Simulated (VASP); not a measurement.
# SiMo3 (Pm-3n) in VASP: further runs, part 2 of 2

VASP 6.6.1.

### 5 Single point, PBE (volume scaled by 1.02, then relaxed in part)

File INCAR:

```
SYSTEM = SiMo3
ALGO = Normal
EDIFF = 1E-6
ENCUT = 520
GGA = PE
ISIF = 2
ISMEAR = -1
LASPH = .True.
LCHARG = .False.
LREAL = .False.
LWAVE = .False.
NBANDS = 56
NELM = 60
PREC = Accurate
SIGMA = 0.05
```

File KPOINTS:

```
k-points
0
Gamma
  10 10 10
  0 0 0
```

File POSCAR:

```
SiMo3
1.0
    4.9254049179      0.0000000000      0.0000000000
    0.0000000000      4.9254049179      0.0000000000
    0.0000000000      0.0000000000      4.9254049179
Si Mo
2 6
Direct
    0.0000000000      0.0000000000      0.0000000000
    0.5000000000      0.5000000000      0.5000000000
    0.2500000000      0.0000000000      0.5000000000
    0.5000000000      0.7500000000      0.0000000000
    0.7500000000      0.0000000000      0.5000000000
    0.5000000000      0.2500000000      0.0000000000
    0.0000000000      0.5000000000      0.7500000000
    0.0000000000      0.5000000000      0.2500000000
```

Potentials or basis: VASP PAW PBE potentials, release 64 (Si, Mo_sv).

Launch:

```sh
$ cat potpaw_PBE.64/Si/POTCAR potpaw_PBE.64/Mo_sv/POTCAR > POTCAR
$ mpirun -np 1 vasp_std > vasp.out
```

OUTCAR:

```text
SYSTEM = SiMo3
   EDIFF = 1E-6
   ENCUT = 520
   GGA = PE
   ISIF = 2
   ISMEAR = -1
   LASPH = .True.
   LREAL = .False.
   NELM = 60
   PREC = Accurate

 ion  position               nearest neighbor table
   1  0.000  0.000  0.000-   3 2.75   4 2.75   5 2.75   6 2.75   7 2.75   8 2.75   3 2.75   5 2.75
                             7 2.75   8 2.75   4 2.75   6 2.75
   2  0.500  0.500  0.500-   3 2.75   4 2.75   5 2.75   6 2.75   7 2.75   8 2.75   4 2.75   6 2.75
                             3 2.75   5 2.75   7 2.75   8 2.75
   3  0.250  0.000  0.500-   5 2.46   5 2.46   1 2.75   1 2.75   2 2.75   2 2.75   8 3.02   4 3.02
                             4 3.02   6 3.02   6 3.02   7 3.02   8 3.02   7 3.02
   4  0.500  0.750  0.000-   6 2.46   6 2.46   1 2.75   2 2.75   2 2.75   1 2.75   8 3.02   5 3.02
                             3 3.02   5 3.02   3 3.02   7 3.02   7 3.02   8 3.02
   5  0.750  0.000  0.500-   3 2.46   3 2.46   1 2.75   1 2.75   2 2.75   2 2.75   8 3.02   4 3.02
                             4 3.02   6 3.02   6 3.02   7 3.02   8 3.02   7 3.02
   6  0.500  0.250  0.000-   4 2.46   4 2.46   1 2.75   2 2.75   2 2.75   1 2.75   8 3.02   3 3.02
                             3 3.02   5 3.02   5 3.02   7 3.02   7 3.02   8 3.02
   7  0.000  0.500  0.750-   8 2.46   8 2.46   1 2.75   2 2.75   1 2.75   2 2.75   3 3.02   4 3.02
                             5 3.02   3 3.02   5 3.02   6 3.02   4 3.02   6 3.02
   8  0.000  0.500  0.250-   7 2.46   7 2.46   1 2.75   2 2.75   1 2.75   2 2.75   3 3.02   4 3.02
[... 210 lines left out ...]
      3     -48.7502      2.00000
      4     -48.4440      2.00000
      5     -48.4440      2.00000
      6     -48.4440      2.00000
[... 1405 lines left out ...]
     55      14.8162      0.00000
     56      15.0716      0.00000

 [... further k-points ...]
[... 5 lines left out ...]
  --------------------------------------------------------------------------------------
  -------------------------------------------------------------------------------------
  Total       -1.8072994     -1.8072994     -1.8072994      0.0000000      0.0000000      0.0000000
  in kB      -24.2334282    -24.2334282    -24.2334282      0.0000000      0.0000000      0.0000000
  external PRESSURE =     -24.2334282 kB  Pullay stress =       0.0000000 kB

 VOLUME and BASIS-vectors are now :
 -----------------------------------------------------------------------------
  energy-cutoff  :      520.00
  volume of cell :      119.49
      direct lattice vectors                 reciprocal lattice vectors
     4.925404918  0.000000000  0.000000000     0.203028993  0.000000000  0.000000000
     0.000000000  4.925404918  0.000000000     0.000000000  0.203028993  0.000000000
     0.000000000  0.000000000  4.925404918     0.000000000  0.000000000  0.203028993

 POSITION                                       TOTAL-FORCE (eV/Angst)
 -----------------------------------------------------------------------------------
      0.00000      0.00000      0.00000        -0.000000     -0.000000      0.000000
      2.46270      2.46270      2.46270        -0.000000     -0.000000      0.000000
      1.23135      0.00000      2.46270         0.000000      0.000000     -0.000000
      2.46270      3.69405      0.00000         0.000000     -0.000000      0.000000
      3.69405      0.00000      2.46270        -0.000000     -0.000000     -0.000000
      2.46270      1.23135      0.00000        -0.000000      0.000000     -0.000000
      0.00000      2.46270      3.69405        -0.000000      0.000000     -0.000000
      0.00000      2.46270      1.23135        -0.000000      0.000000      0.000000
 -----------------------------------------------------------------------------------
    total drift:                                0.000000     -0.000000      0.000000

  FREE ENERGIE OF THE ION-ELECTRON SYSTEM (eV)
  ---------------------------------------------------
  free  energy   TOTEN  =       -79.0057301005 eV

  energy  without entropy=      -78.9728576511  energy(sigma->0) =      -78.98929388
```

OSZICAR:

```text
N       E                     dE             d eps       ncg     rms          rms(c)
DAV:   1     0.110975232370E+04    0.11098E+04   -0.56187E+04  6336   0.168E+03
DAV:   2    -0.330748376071E+02   -0.11428E+04   -0.11126E+04  6720   0.523E+02
DAV:   3    -0.820487985337E+02   -0.48974E+02   -0.47345E+02  8208   0.966E+01
DAV:   4    -0.831445373717E+02   -0.10957E+01   -0.10798E+01  7672   0.119E+01
DAV:   5    -0.831657721805E+02   -0.21235E-01   -0.21180E-01  7616   0.164E+00    0.407E+01
DAV:   6    -0.793273339010E+02    0.38384E+01   -0.14570E+01  6968   0.172E+01    0.108E+01
DAV:   7    -0.790560388367E+02    0.27130E+00   -0.89387E-01  8016   0.404E+00    0.327E+00
DAV:   8    -0.790066589828E+02    0.49380E-01   -0.13568E-01  7136   0.128E+00    0.616E-01
DAV:   9    -0.790056718600E+02    0.98712E-03   -0.75935E-03  7704   0.314E-01    0.327E-01
DAV:  10    -0.790057154543E+02   -0.43594E-04   -0.83026E-04  7632   0.181E-01    0.137E-01
DAV:  11    -0.790057356345E+02   -0.20180E-04   -0.48193E-05  7672   0.355E-02    0.259E-02
DAV:  12    -0.790057305231E+02    0.51114E-05   -0.14053E-05  7264   0.213E-02    0.431E-03
DAV:  13    -0.790057301005E+02    0.42260E-06   -0.40219E-07  4584   0.275E-03
   1 F= -.79005730E+02 E0= -.78989294E+02  d E =-.328724E-01
```

stdout:

```text
POSCAR found type information on POSCAR SiMo
 POSCAR found :  2 types and       8 ions
 scaLAPACK will be used
 LDA part: xc-table for (Slater+PW92), standard interpolation
 POSCAR, INCAR and KPOINTS ok, starting setup
 FFT: planning ... GRIDC
 FFT: planning ... GRID_SOFT
 FFT: planning ... GRID
 WAVECAR not read
 entering main loop
```

It took 3.4 min on 1 thread of Intel Xeon 6975P-C (Granite Rapids), shared host; peak memory 0.4 GiB.

Results:

```yaml
Free_energy: -79.0057 eV
Pressure: -2.4 GPa
Band_gap_on_the_k_mesh: zero (band 46 reaches 13.63 eV, above the bottom of band 47 at 11.22 eV)
```

### 6 Overview

```tsv
cell	gap on the mesh (eV)	pressure (GPa)
a = 4.893 Å, 8 atoms	none	2.5
a = 4.989 Å, 8 atoms	none	-10.8
a = 4.925 Å, 8 atoms	none	-2.4
```

Alike in all rows: task single point; level PBE; potentials or basis VASP PAW PBE potentials, release 64 (Si, Mo_sv); no spin polarisation; k mesh 10 × 10 × 10; cutoff (eV) 520; smearing fermi-dirac 0.05 eV.

Total energies depend on the potentials used, so only differences within one code and one set of settings carry meaning.
